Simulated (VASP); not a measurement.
# BaWF3 (Pm-3m) in VASP: notebook

BaWF3 is run at these levels: PBE; tasks: single point, relaxation of cell and atoms.

Program: VASP 6.6.1. These are calculated values, not measurements. Logs are shortened: lines on timing, memory, paths and dates and some standing lists are left out, and cuts for length are marked.

### 1 The cell of the first run

It takes space group Pm-3m (No. 221, cubic). The conventional cell has a = 4.396 Å, b = 4.396 Å, c = 4.396 Å, α = 90.00°, β = 90.00°, γ = 90.00°. Within 4.1 Å of Ba (site symmetry m-3m) lie 12 F at 3.11 Å and 8 W at 3.81 Å. Within 2.9 Å of W (site symmetry m-3m) lie 6 F at 2.20 Å. Within 2.9 Å of F (site symmetry 4/mmm) lie 2 W at 2.20 Å.

### 2 Single point, PBE

File INCAR:

```
SYSTEM = BaWF3
ALGO     = Normal         ! electronic algorithm
EDIFF    = 1E-7           ! SCF threshold, eV
ENCUT    = 520            ! plane-wave cutoff, eV
GGA      = PE             ! functional
ISIF     = 2              ! what is computed and relaxed
ISMEAR   = 0              ! smearing method
LASPH    = .True.         ! aspherical terms in the spheres
LCHARG   = .False.        ! write CHGCAR
LREAL    = .False.        ! projectors in reciprocal space
LWAVE    = .False.        ! write WAVECAR
NBANDS   = 30             ! bands
NELM     = 100            ! most SCF steps
PREC     = Accurate       ! precision mode
SIGMA    = 0.1            ! smearing width, eV
```

File KPOINTS:

```
k-points
0
Gamma
  8 8 8
  0 0 0
```

File POSCAR:

```
BaWF3
1.0
    4.3964861214      0.0000000000      0.0000000000
    0.0000000000      4.3964861214      0.0000000000
    0.0000000000      0.0000000000      4.3964861214
Ba W F
1 1 3
Direct
    0.5000000000      0.5000000000      0.5000000000
    0.0000000000      0.0000000000      0.0000000000
    0.5000000000      0.0000000000      0.0000000000
    0.0000000000      0.5000000000      0.0000000000
    0.0000000000      0.0000000000      0.5000000000
```

Potentials or basis: VASP PAW PBE potentials, release 64 (Ba_sv, W_sv, F).

Launch:

```
$ cat potpaw_PBE.64/Ba_sv/POTCAR potpaw_PBE.64/W_sv/POTCAR potpaw_PBE.64/F/POTCAR > POTCAR
$ mpirun -np 1 vasp_std > vasp.out
```

OUTCAR:

```text
SYSTEM = BaWF3
   EDIFF = 1E-7
   ENCUT = 520
   GGA = PE
   ISIF = 2
   ISMEAR = 0
   LASPH = .True.
   LREAL = .False.
   NELM = 100
   PREC = Accurate

 ion  position               nearest neighbor table
   1  0.500  0.500  0.500-   3 3.11   4 3.11   5 3.11   3 3.11   4 3.11   3 3.11   5 3.11   3 3.11
                             4 3.11   5 3.11   4 3.11   5 3.11   2 3.81   2 3.81   2 3.81   2 3.81
   2  0.000  0.000  0.000-   3 2.20   4 2.20   5 2.20   5 2.20   4 2.20   3 2.20   1 3.81   1 3.81
                             1 3.81   1 3.81   1 3.81   1 3.81   1 3.81   1 3.81
   3  0.500  0.000  0.000-   2 2.20   2 2.20   1 3.11   1 3.11   1 3.11   1 3.11
   4  0.000  0.500  0.000-   2 2.20   2 2.20   1 3.11   1 3.11   1 3.11   1 3.11
   5  0.000  0.000  0.500-   2 2.20   2 2.20   1 3.11   1 3.11   1 3.11   1 3.11

  LATTYP: Found a simple cubic cell.
 ALAT       =     4.3964861214

  Lattice vectors:

 A1 = (   4.3964861214,   0.0000000000,   0.0000000000)
 A2 = (   0.0000000000,   4.3964861214,   0.0000000000)
 A3 = (   0.0000000000,   0.0000000000,   4.3964861214)

Analysis of symmetry for initial positions (statically):
=====================================================================
 Subroutine PRICEL returns:
 Original cell was already a primitive cell.

 Routine SETGRP: Setting up the symmetry group for a
 simple cubic supercell.

 Subroutine GETGRP returns: Found 48 space group operations
 (whereof 48 operations were pure point group operations)
 out of a pool of 48 trial point group operations.

The static configuration has the point symmetry O_h .

Analysis of symmetry for dynamics (positions and initial velocities):
=====================================================================
 Subroutine PRICEL returns:
 Original cell was already a primitive cell.

 Routine SETGRP: Setting up the symmetry group for a
 simple cubic supercell.

 Subroutine GETGRP returns: Found 48 space group operations
 (whereof 48 operations were pure point group operations)
 out of a pool of 48 trial point group operations.

The dynamic configuration has the point symmetry O_h .

 Subroutine INISYM returns: Found 48 space group operations
 (whereof 48 operations are pure point group operations),
 and found     1 'primitive' translations

----------------------------------------------------------------------------------------

                                     Primitive cell

  volume of cell :      84.9801

  direct lattice vectors                    reciprocal lattice vectors
     4.396486121  0.000000000  0.000000000     0.227454374  0.000000000  0.000000000
     0.000000000  4.396486121  0.000000000     0.000000000  0.227454374  0.000000000
     0.000000000  0.000000000  4.396486121     0.000000000  0.000000000  0.227454374

  length of vectors
     4.396486121  4.396486121  4.396486121     0.227454374  0.227454374  0.227454374

  position of ions in fractional coordinates (direct lattice)
     0.500000000  0.500000000  0.500000000
     0.000000000  0.000000000  0.000000000
     0.500000000  0.000000000  0.000000000
     0.000000000  0.500000000  0.000000000
     0.000000000  0.000000000  0.500000000

  ion indices of the primitive-cell ions
   primitive index   ion index
                 1           1
                 2           2
                 3           3
                 4           4
                 5           5

----------------------------------------------------------------------------------------

 KPOINTS: k-points

Automatic generation of k-mesh.
 Grid dimensions read from file:
 generate k-points for:    8    8    8

 Generating k-lattice:

  Cartesian coordinates                     Fractional coordinates (reciprocal lattice)
     0.028431797  0.000000000  0.000000000     0.125000000  0.000000000  0.000000000
     0.000000000  0.028431797  0.000000000     0.000000000  0.125000000  0.000000000
     0.000000000  0.000000000  0.028431797     0.000000000  0.000000000  0.125000000

  Length of vectors
     0.028431797  0.028431797  0.028431797

  Shift w.r.t. Gamma in fractional coordinates (k-lattice)
     0.000000000  0.000000000  0.000000000

 Subroutine IBZKPT returns following result:
 ===========================================

 Found     35 irreducible k-points:

 Following reciprocal coordinates:
            Coordinates               Weight
  0.000000  0.000000  0.000000      1.000000
  0.125000  0.000000  0.000000      6.000000
  0.250000  0.000000  0.000000      6.000000
  0.375000  0.000000  0.000000      6.000000
  0.500000  0.000000  0.000000      3.000000
  0.125000  0.125000  0.000000     12.000000
[... 16 lines left out ...]
  0.375000  0.375000  0.125000     24.000000
  0.500000  0.375000  0.125000     24.000000
 [... further k-points ...]
   k-points           NKPTS =     35   k-points in BZ     NKDIM =     35   number of bands    NBANDS=     30
   number of dos      NEDOS =    301   number of ions     NIONS =      5
   total plane-waves  NPLWV =  46656
   dimension x,y,z NGX =    36 NGY =   36 NGZ =   36
   dimension x,y,z NGXF=    72 NGYF=   72 NGZF=   72
   ions per type =               1   1   3
   NGX,Y,Z   is equivalent  to a cutoff of  13.61, 13.61, 13.61 a.u.
   NGXF,Y,Z  is equivalent  to a cutoff of  27.23, 27.23, 27.23 a.u.
 SYSTEM =  BaWF3
   PREC   = accura    normal or accurate (medium, high low for compatibility)
   ISTART =      0    job   : 0-new  1-cont  2-samecut
   ICHARG =      2    charge: 1-file 2-atom 10-const
   ISPIN  =      1    spin polarized calculation?
   LNONCOLLINEAR =      F non collinear calculations
   LSORBIT =      F    spin-orbit coupling
   LASPH  =      T    aspherical Exc in radial PAW
   ENCUT  =  520.0 eV  38.22 Ry    6.18 a.u.   8.17  8.17  8.17*2*pi/ulx,y,z
   NELM   =    100;   NELMIN=  2; NELMDL= -5     # of ELM steps
   EDIFF  = 0.1E-06   stopping-criterion for ELM
   LREAL  =      F    real-space projection
   EDIFFG = 0.1E-05   stopping-criterion for IOM
   NSW    =      0    number of steps for IOM
   IBRION =     -1    ionic relax: 0-MD 1-quasi-New 2-CG
   NFREE  =      0    steps in history (QN), initial steepest desc. (CG)
   ISIF   =      2    stress and relaxation
   ISYM   =      2    0-nonsym 1-usesym 2-fastsym
   POTIM  = 0.5000    time-step for ionic-motion
   TEBEG  =    0.0;   TEEND  =   0.0 temperature during run
   PSTRESS=    0.0 pullay stress
   NELECT =      45.0000    total number of electrons
   NUPDOWN=      -1.0000    fix difference up-down
   EMIN   =  10.00;   EMAX   =-10.00  energy-range for DOS
   EFERMI =   0.00;   METHOD = LEGACY
   ISMEAR =     0;   SIGMA  =   0.10  broadening in eV -4-tet -1-fermi 0-gaus
   EFERMI_NEDOS =   21; number of points for ismear=-14 and -15
   IALGO  =     38    algorithm
   IMIX   =      4    mixing-type and parameters
     AMIX     =   0.40;   BMIX     =  1.00
     AMIX_MAG =   1.60;   BMIX_MAG =  1.00
  volume/ion in A,a.u.               =      17.00       114.69
  Fermi-wavevector in a.u.,A,eV,Ry     =   1.324463  2.502873 23.867385  1.754203
  Thomas-Fermi vector in A             =   2.453996
   LORBIT       =      0    0 simple, 1 ext, 2 COOP (PROOUT), +10 PAW based schemes
   GGA     = PE    functional components
   LHFCALC =     F    Hartree Fock is set to
   AEXX    =    0.0000 exact exchange contribution
   IVDW    =     0    specifies the selected vdW correction
   LEPSILON=     F    determine dielectric tensor
   LRPA    =     F    only Hartree local field effects (RPA)
 non-spin polarized calculation
 Gauss-broadening in eV      SIGMA  =   0.10
  energy-cutoff  :      520.00
  volume of cell :       84.98
 maximum number of plane-waves:      2320
 NGX is ok and might be reduce to    36
   NGX = 17   NGY = 17   NGZ = 17

 number of electron      44.9999959 magnetization

 Free energy of the ion-electron system (eV)
  ---------------------------------------------------
  ext. energy  EPLUGINS =         0.00000000
  ---------------------------------------------------
  free energy    TOTEN  =       -27.03687422 eV

  energy without entropy =      -27.00860380  energy(sigma->0) =      -27.02273901

 E-fermi :   6.2009     XC(G=0): -10.0968

 val. band max:        6.1977765136   @ k =   0.5000   0.1250   0.0000
 cond. band min:       6.2012152385   @ k =   0.5000   0.3750   0.2500
 fundamental gap:      0.0034387249
 Fermi energy:         6.2009065986

 k-point     1 :       0.0000    0.0000    0.0000
  band No.  band energies     occupation
      1     -68.2934      2.00000
      2     -32.6042      2.00000
      3     -32.6042      2.00000
      4     -32.6042      2.00000
      5     -23.7991      2.00000
      6     -20.5749      2.00000
[... 22 lines left out ...]
     29       9.6106      0.00000
     30       9.6106      0.00000

 k-point     2 :       0.1250    0.0000    0.0000
  band No.  band energies     occupation
      1     -68.2933      2.00000
      2     -32.6096      2.00000
      3     -32.6041      2.00000
      4     -32.6041      2.00000
      5     -23.7926      2.00000
      6     -20.5664      2.00000
[... 22 lines left out ...]
     29       9.4979      0.00000
     30       9.4980      0.00000

 k-point     3 :       0.2500    0.0000    0.0000
  band No.  band energies     occupation
      1     -68.2933      2.00000
      2     -32.6229      2.00000
      3     -32.6039      2.00000
      4     -32.6039      2.00000
      5     -23.7768      2.00000
      6     -20.5600      2.00000
[... 22 lines left out ...]
     29       9.2245      0.00000
     30       9.2245      0.00000

 k-point     4 :       0.3750    0.0000    0.0000
  band No.  band energies     occupation
      1     -68.2933      2.00000
      2     -32.6360      2.00000
      3     -32.6036      2.00000
      4     -32.6036      2.00000
      5     -23.7608      2.00000
      6     -20.5666      2.00000
[... 616 lines left out ...]
     29       9.4256      0.00000
     30       9.4437      0.00000

 k-point    23 :       0.3750    0.3750    0.1250
  band No.  band energies     occupation
      1     -68.2932      2.00000
      2     -32.6352      2.00000
      3     -32.6352      2.00000
      4     -32.6085      2.00000
      5     -23.7331      2.00000
      6     -20.4501      2.00000
[... 22 lines left out ...]
     29       9.6448      0.00000
     30       9.7546      0.00000

 k-point    24 :       0.5000    0.3750    0.1250
  band No.  band energies     occupation
      1     -68.2932      2.00000
      2     -32.6406      2.00000
      3     -32.6351      2.00000
      4     -32.6084      2.00000
      5     -23.7290      2.00000
      6     -20.4441      2.00000
[... 22 lines left out ...]
     29       9.8523      0.00000
     30       9.8746      0.00000

 [... further k-points ...]

------------------------ aborting loop because EDIFF is reached ----------------------------------------

  FORCE on cell =-STRESS in cart. coord.  units (eV):
  Direction    XX          YY          ZZ          XY          YZ          ZX
  --------------------------------------------------------------------------------------
  -------------------------------------------------------------------------------------
  Total        0.4096471      0.4096471      0.4096471     -0.0000000     -0.0000000     -0.0000000
  in kB        7.7233070      7.7233070      7.7233070     -0.0000000     -0.0000000     -0.0000000
  external PRESSURE =       7.7233070 kB  Pullay stress =       0.0000000 kB

 VOLUME and BASIS-vectors are now :
 -----------------------------------------------------------------------------
  energy-cutoff  :      520.00
  volume of cell :       84.98
      direct lattice vectors                 reciprocal lattice vectors
     4.396486121  0.000000000  0.000000000     0.227454374  0.000000000  0.000000000
     0.000000000  4.396486121  0.000000000     0.000000000  0.227454374  0.000000000
     0.000000000  0.000000000  4.396486121     0.000000000  0.000000000  0.227454374

 POSITION                                       TOTAL-FORCE (eV/Angst)
 -----------------------------------------------------------------------------------
      2.19824      2.19824      2.19824         0.000000      0.000000      0.000000
      0.00000      0.00000      0.00000         0.000000      0.000000      0.000000
      2.19824      0.00000      0.00000         0.000000      0.000000      0.000000
      0.00000      2.19824      0.00000         0.000000      0.000000      0.000000
      0.00000      0.00000      2.19824         0.000000      0.000000      0.000000
 -----------------------------------------------------------------------------------
    total drift:                                0.000000      0.000000     -0.000000

  FREE ENERGIE OF THE ION-ELECTRON SYSTEM (eV)
  ---------------------------------------------------
  free  energy   TOTEN  =       -27.0368742155 eV

  energy  without entropy=      -27.0086037993  energy(sigma->0) =      -27.02273901
```

Wall time 92 s (1 thread of Intel Xeon Platinum 8488C (Sapphire Rapids), shared host); peak memory 0.26 GiB.

What came out:

```yaml
Free_energy: -27.0369 eV
Pressure: 0.8 GPa
```

Caveat: spin-orbit coupling is left out, which moves the levels of the heavy elements; an odd number of electrons without spin polarisation forces a metal; a magnetic or distorted state may lie lower.

### 3 Relaxation of cell and atoms, PBE

This run uses another cell than the first one, of 16.81 Å³/atom, 0.989 times its volume.

File INCAR:

```
  PREC = Accurate
  ENCUT = 600
  EDIFF = 1E-7
  ISMEAR = 0
  SIGMA = 0.1
  LREAL = F
  LASPH = T
  NELM = 100
  ALGO = Normal
  ISIF = 3
  LWAVE = F
  LCHARG = F
  GGA = PE
  IBRION = 2
  NSW = 100
  EDIFFG = -0.01
```

File KPOINTS:

```
Automatic mesh
0
Gamma
  8 8 8
```

POSCAR: that of step 2 with these lines changed.

```diff
@@ -2,5 +2,5 @@
 1.0
-    4.3964861214      0.0000000000      0.0000000000
-    0.0000000000      4.3964861214      0.0000000000
-    0.0000000000      0.0000000000      4.3964861214
+    4.3801117044      0.0000000000      0.0000000000
+    0.0000000000      4.3801117044      0.0000000000
+    0.0000000000      0.0000000000      4.3801117044
 Ba W F
```

Potentials or basis: VASP PAW PBE potentials, release 64 (Ba_sv, W_sv, F).

Launch:

```
$ cat potpaw_PBE.64/Ba_sv/POTCAR potpaw_PBE.64/W_sv/POTCAR potpaw_PBE.64/F/POTCAR > POTCAR
$ mpirun -np 1 vasp_std > vasp.out
```

It took 2.6 min on 1 thread of Intel Xeon Platinum 8488C (Sapphire Rapids), shared host; peak memory 0.28 GiB.

The run converged. Its results:

```
Free energy                            : -27.0433 eV
Relaxed volume                         : 17.17 Å³/atom
Relaxed cell                           : a = 4.411 Å, b = 4.411 Å, c = 4.411 Å, α = 90.00°, β = 90.00°, γ = 90.00°
Space group after relaxing (to 0.05 Å) : Pm-3m (No. 221)
Energy gained by relaxing              : 1.7 meV/atom
Ionic steps                            : 3
Pressure after relaxing                : 0.0 GPa
```

Step by step:
```csv
step,energy change (eV),largest force (eV/Å),pressure (GPa),volume (Å³)
1,0.0000,0.0000,1.60,84.03
2,-0.0086,0.0000,-0.21,86.09
3,-0.0087,0.0000,0.00,85.83
```

Final structure:
```xyz
5
Lattice="4.4110 0.0000 0.0000 0.0000 4.4110 0.0000 0.0000 0.0000 4.4110" Properties=species:S:1:pos:R:3 pbc="T T T"
Ba    2.2055    2.2055    2.2055
W     0.0000    0.0000    0.0000
F     2.2055    0.0000    0.0000
F     0.0000    2.2055    0.0000
F     0.0000    0.0000    2.2055
```

Levels at points of the mesh, in eV from the Fermi level:
```tsv
k point	band 20	band 21	band 22	band 23	band 24	band 25
(0.00, 0.00, 0.00)	-7.53	-1.55	-1.21	-1.21	-1.21	-0.17
(0.50, 0.00, 0.00)	-7.73	-0.91	-0.08	-0.08	0.57	0.74
(0.50, 0.50, 0.00)	-7.29	-0.29	-0.29	-0.03	0.44	1.83
(0.50, 0.50, 0.50)	-7.27	0.62	0.62	0.62	0.64	0.64
```

Caveat: spin-orbit coupling is left out, which moves the levels of the heavy elements; an odd number of electrons without spin polarisation forces a metal; a magnetic or distorted state may lie lower.
